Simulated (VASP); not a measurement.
# HgTe (Cmcm) in VASP: vibrations by perturbation theory with PBEsol

Aim: the vibrations by perturbation theory of HgTe with PBEsol.

Everything below comes from runs of VASP 6.6.1. Logs are shortened: lines on timing, memory, paths and dates and some standing lists are left out, and cuts for length are marked.

**1. The cell of the first run**

It takes space group Cmcm (No. 63, orthorhombic). The conventional cell has a = 5.985 Å, b = 6.934 Å, c = 5.798 Å, α = 90.00°, β = 90.00°, γ = 90.00°. Within 4.0 Å of Hg (site symmetry m2m) lie 6 Te at 3.02 to 3.87 Å and 2 Hg at 3.63 Å. Te (site symmetry m2m) has 6 Hg at 3.02 to 3.87 Å within 4.0 Å.

**2. Vibrations by perturbation theory, PBEsol**

INCAR

```
SYSTEM = HgTe
  PREC = Accurate
  ENCUT = 520
  EDIFF = 1E-8
  ISMEAR = -1
  SIGMA = 0.05
  LREAL = .FALSE.
  LASPH = .TRUE.
  NELM = 80
  ALGO = Normal
  ISIF = 2
  LWAVE = .FALSE.
  LCHARG = .FALSE.
  GGA = PS
  IBRION = 8
  NSW = 1
```

KPOINTS

```
Automatic mesh
0
G
  6 6 5
  0 0 0
```

POSCAR

```
HgTe
1.0
    2.9925180000     -3.4669290000      0.0000000000
    2.9925180000      3.4669290000      0.0000000000
    0.0000000000      0.0000000000      5.7981570000
Hg Te
2 2
Direct
    0.6569500000      0.3430500000      0.2500000000
    0.3430500000      0.6569500000      0.7500000000
    0.2151910000      0.7848090000      0.2500000000
    0.7848090000      0.2151910000      0.7500000000
```

Potentials or basis: VASP PAW PBE potentials, release 64 (Hg, Te).

Run with:

```
cat potpaw_PBE.64/Hg/POTCAR potpaw_PBE.64/Te/POTCAR > POTCAR
mpirun -np 1 vasp_std > vasp.out
```

OUTCAR:

```text
SYSTEM = HgTe
   PREC = Accurate
   ENCUT = 520
   EDIFF = 1E-8
   ISMEAR = -1
   LREAL = .FALSE.
   LASPH = .TRUE.
   NELM = 80
   ISIF = 2
   GGA = PS
   IBRION = 8
   NSW = 1

 ion  position               nearest neighbor table
   1  0.657  0.343  0.250-   3 3.02   3 3.02   4 3.03   4 3.03   3 3.06   2 3.63   2 3.63
   2  0.343  0.657  0.750-   4 3.02   4 3.02   3 3.03   3 3.03   4 3.06   1 3.63   1 3.63
   3  0.215  0.785  0.250-   1 3.02   1 3.02   2 3.03   2 3.03   1 3.06
   4  0.785  0.215  0.750-   2 3.02   2 3.02   1 3.03   1 3.03   2 3.06

  LATTYP: Found a base centered orthorhombic cell.
 ALAT       =     5.9850360000
 B/A-ratio  =     1.1585323798
 C/A-ratio  =     0.9687756264

  Lattice vectors:

 A1 = (   2.9925180000,  -3.4669290000,   0.0000000000)
 A2 = (   2.9925180000,   3.4669290000,   0.0000000000)
 A3 = (   0.0000000000,   0.0000000000,   5.7981570000)

Analysis of symmetry for initial positions (statically):
=====================================================================
 Subroutine PRICEL returns:
 Original cell was already a primitive cell.

 Routine SETGRP: Setting up the symmetry group for a
 base centered orthorhombic supercell.

 Subroutine GETGRP returns: Found  8 space group operations
 (whereof  4 operations were pure point group operations)
 out of a pool of  8 trial point group operations.

The static configuration has the point symmetry C_2h.
 The point group associated with its full space group is D_2h.

Analysis of symmetry for dynamics (positions and initial velocities):
=====================================================================
 Subroutine PRICEL returns:
 Original cell was already a primitive cell.

 Routine SETGRP: Setting up the symmetry group for a
 base centered orthorhombic supercell.

 Subroutine GETGRP returns: Found  8 space group operations
 (whereof  4 operations were pure point group operations)
 out of a pool of  8 trial point group operations.

The dynamic configuration has the point symmetry C_2h.
 The point group associated with its full space group is D_2h.

 Subroutine INISYM returns: Found  8 space group operations
 (whereof  4 operations are pure point group operations),
 and found     1 'primitive' translations

----------------------------------------------------------------------------------------

                                     Primitive cell

  volume of cell :     120.3100

  direct lattice vectors                    reciprocal lattice vectors
     2.992518000 -3.466929000  0.000000000     0.167083373 -0.144219856  0.000000000
     2.992518000  3.466929000  0.000000000     0.167083373  0.144219856  0.000000000
     0.000000000  0.000000000  5.798157000     0.000000000  0.000000000  0.172468596

  length of vectors
     4.579821030  4.579821030  5.798157000     0.220717512  0.220717512  0.172468596

  position of ions in fractional coordinates (direct lattice)
     0.656950000  0.343050000  0.250000000
     0.343050000  0.656950000  0.750000000
     0.215191000  0.784809000  0.250000000
     0.784809000  0.215191000  0.750000000

[... 132 lines left out ...]
 fundamental gap:      0.0542693921
 Fermi energy:         3.6457882167

 k-point     1 :       0.0000    0.0000    0.0000
  band No.  band energies     occupation
      1      -8.1352      2.00000
      2      -7.0265      2.00000
      3      -3.0797      2.00000
      4      -2.9836      2.00000
      5      -2.9517      2.00000
      6      -2.9015      2.00000
[... 589 lines left out ...]
     21       7.6749      0.00000
     22       9.3810      0.00000

 [... further k-points ...]

------------------------ aborting loop because EDIFF is reached ----------------------------------------

  FORCE on cell =-STRESS in cart. coord.  units (eV):
  Direction    XX          YY          ZZ          XY          YZ          ZX
  --------------------------------------------------------------------------------------
  -------------------------------------------------------------------------------------
  Total       -2.6101086     -2.1297291     -2.6766281      0.0000000     -0.0000000      0.0000000
  in kB      -34.7590163    -28.3617662    -35.6448608      0.0000000     -0.0000000      0.0000000
  external PRESSURE =     -32.9218811 kB  Pullay stress =       0.0000000 kB

 VOLUME and BASIS-vectors are now :
 -----------------------------------------------------------------------------
  energy-cutoff  :      520.00
  volume of cell :      120.31
      direct lattice vectors                 reciprocal lattice vectors
     2.992518000 -3.466929000  0.000000000     0.167083373 -0.144219856  0.000000000
     2.992518000  3.466929000  0.000000000     0.167083373  0.144219856  0.000000000
     0.000000000  0.000000000  5.798157000     0.000000000  0.000000000  0.172468596

 POSITION                                       TOTAL-FORCE (eV/Angst)
 -----------------------------------------------------------------------------------
      2.99252     -1.08827      1.44954         0.000000     -0.006462      0.000000
      2.99252      1.08827      4.34862         0.000000      0.006462      0.000000
      2.99252      1.97483      1.44954         0.000000     -0.188079     -0.000000
      2.99252     -1.97483      4.34862         0.000000      0.188079      0.000000
 -----------------------------------------------------------------------------------
    total drift:                               -0.000000      0.000000     -0.000000

  FREE ENERGIE OF THE ION-ELECTRON SYSTEM (eV)
  ---------------------------------------------------
  free  energy   TOTEN  =        -8.2126868846 eV

  energy  without entropy=       -8.1994106828  energy(sigma->0) =       -8.20604878

[... ionic steps 2 to 9 ...]

--------------------------------------- Ionic step       10  -------------------------------------------

------------------------ aborting loop because EDIFF is reached ----------------------------------------

--------------------------------------- Ionic step       11  -------------------------------------------

------------------------ aborting loop because EDIFF is reached ----------------------------------------

--------------------------------------- Ionic step       12  -------------------------------------------

 Free energy of the ion-electron system (eV)
  ---------------------------------------------------
  ---------------------------------------------------
  free energy    TOTEN  =        -0.05319067 eV

  energy without entropy =       -0.05319068

------------------------ aborting loop because EDIFF is reached ----------------------------------------

 INTERNAL STRAIN TENSOR  FOR ION    3  DIRECTION 3   (eV/Angst):
 -----------------------------------------------------------------------------
    -0.02879  0.00000  0.00000
     0.00000 -0.02155 -2.74314
     0.00000 -3.55529  0.04743

 INTERNAL STRAIN TENSOR FOR ION    4 for displacements in x,y,z  (eV/Angst):
          X           Y           Z          XY          YZ          ZX
  --------------------------------------------------------------------------------
  x     0.00000     0.00000     0.00000    -1.17158     0.00000     0.00000
  y    -0.60966     4.60433     3.88879     0.00000     0.00000     0.00000
  z     0.00000     0.00000     0.00000     0.00000     3.55529     0.00000

 SECOND DERIVATIVES (NOT SYMMETRIZED)
 ------------------------------------
               1X          1Y          1Z          2X          2Y          2Z          3X          3Y          3Z          4X          4Y          4Z
  1X    -2.050540    0.000000    0.000000   -0.017934    0.000000    0.000000    2.230621    0.000000    0.000000   -0.162147    0.000000    0.000000
  1Y     0.000000   -0.827474    0.000000    0.000000    0.065049    0.000000    0.000000    0.729600    0.000000    0.000000    0.032825    0.000000
  1Z     0.000000    0.000000   -1.950052    0.000000    0.000000    0.406804    0.000000    0.000000   -0.317684    0.000000    0.000000    1.860932
  2X    -0.017934    0.000000    0.000000   -2.050540    0.000000    0.000000   -0.162147    0.000000    0.000000    2.230621    0.000000    0.000000
  2Y     0.000000    0.065049    0.000000    0.000000   -0.827474    0.000000    0.000000    0.032825    0.000000    0.000000    0.729600    0.000000
  2Z     0.000000    0.000000    0.406804    0.000000    0.000000   -1.950052    0.000000    0.000000    1.860932    0.000000    0.000000   -0.317684
  3X     2.231270    0.000000    0.000000   -0.164466    0.000000    0.000000   -3.495949    0.000000    0.000000    1.429145    0.000000    0.000000
  3Y     0.000000    0.728604    0.000000    0.000000    0.035247    0.000000    0.000000   -1.383462    0.000000    0.000000    0.619611    0.000000
  3Z     0.000000    0.000000   -0.320790    0.000000    0.000000    1.862877    0.000000    0.000000   -3.202675    0.000000    0.000000    1.660588
  4X    -0.164466    0.000000    0.000000    2.231270    0.000000    0.000000    1.429145    0.000000    0.000000   -3.495949    0.000000    0.000000
  4Y     0.000000    0.035247    0.000000    0.000000    0.728604    0.000000    0.000000    0.619611    0.000000    0.000000   -1.383462    0.000000
  4Z     0.000000    0.000000    1.862877    0.000000    0.000000   -0.320790    0.000000    0.000000    1.660588    0.000000    0.000000   -3.202675

 Eigenvectors and eigenvalues of the dynamical matrix
 ----------------------------------------------------

   1 f  =    3.316988 THz    20.841253 2PiTHz  110.642824 cm-1    13.717956 meV
             X         Y         Z           dx          dy          dz
      2.992518 -1.088269  1.449539    -0.278776   -0.000000    0.000000
      2.992518  1.088269  4.348618     0.278776    0.000000    0.000000
      2.992518  1.974825  1.449539     0.649834    0.000000    0.000000
      2.992518 -1.974825  4.348618    -0.649834   -0.000000    0.000000
[... 71 lines left out ...]
  12 f/i=    0.000704 THz     0.004426 2PiTHz    0.023495 cm-1     0.002913 meV
             X         Y         Z           dx          dy          dz
      2.992518 -1.088269  1.449539    -0.000000   -0.553012   -0.000000
      2.992518  1.088269  4.348618    -0.000000   -0.553012   -0.000000
      2.992518  1.974825  1.449539    -0.000000   -0.440656   -0.000000
      2.992518 -1.974825  4.348618    -0.000000   -0.440656   -0.000000

--------------------------------------------------------------------------------------------------------

 ELASTIC MODULI CONTR FROM IONIC RELAXATION (kBar)
 Direction    XX          YY          ZZ          XY          YZ          ZX
 --------------------------------------------------------------------------------
 XX          -7.5215     44.0376     18.0403      0.0000     -0.0000      0.0000
 YY          44.0376   -299.3577   -202.9867      0.0000      0.0000      0.0000
 ZZ          18.0403   -202.9867   -271.5726      0.0000      0.0000      0.0000
 XY           0.0000      0.0000      0.0000     -7.8944     -0.0000      0.0000
 YZ          -0.0000      0.0000      0.0000     -0.0000    -72.1540      0.0000
 ZX           0.0000      0.0000      0.0000      0.0000      0.0000      0.0000
 --------------------------------------------------------------------------------
```

It took 29 min on 1 thread of Intel Xeon 8259CL, shared host; peak memory 0.55 GiB.

What came out:

* Highest phonon frequency at Γ, LO-TO splitting left out: 111 cm⁻¹

Phonon frequencies in cm⁻¹ (negative: imaginary):
| q point | frequencies |
| --- | --- |
| (0.000, 0.000, 0.000) | 0 0 0 28 32 40 52 68 73 85 109 111 |

Caveat: the cell stands under pressure or tension, which shifts response properties; the PAW data sets were made with another functional, which shifts forces and pressure a little; spin-orbit coupling is left out, which moves the levels of the heavy elements.
